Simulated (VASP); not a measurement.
**RbHg: single point with PBE**

RbHg:

```xyz
2
Lattice="0.0000 4.1772 4.1772 4.1772 0.0000 4.1772 4.1772 4.1772 0.0000" Properties=species:S:1:pos:R:3 pbc="T T T"
Rb    2.0886    2.0886    2.0886
Hg    0.0000    0.0000    0.0000
```

- Program: VASP 6.6.1
- Task: single point
- Functional: PBE
- Potentials or basis: VASP PAW PBE potentials, release 64 (Rb_sv, Hg)
- Cutoff: 520 eV
- k mesh: 12 × 12 × 12
- Occupations: gaussian, width 0.1 eV
- Spin: no spin polarisation
- Dipole correction: no
- Further INCAR settings: ALGO = Fast; EDIFF = 1e-06; NBANDS = 18

```
Pressure : 0.0 GPa
```

Levels at points of the mesh, in eV from the Fermi level:
| k point | band 8 | band 9 | band 10 | band 11 | band 12 | band 13 |
| --- | --- | --- | --- | --- | --- | --- |
| (0.00, 0.00, 0.00) | -7.39 | -7.39 | -4.96 | 1.52 | 1.52 | 1.52 |
| (0.50, 0.00, 0.00) | -7.39 | -7.39 | -4.55 | -0.32 | 1.59 | 1.59 |
| (0.50, 0.50, 0.00) | -7.40 | -7.39 | -4.42 | -0.23 | 1.48 | 1.48 |

Run time: 96 s on 1 thread of Intel(R) Xeon(R) 6975P-C (Granite Rapids) (shared host), peak memory 0.43 GiB.

Caveat: spin-orbit coupling is left out, which moves the levels of the heavy elements.
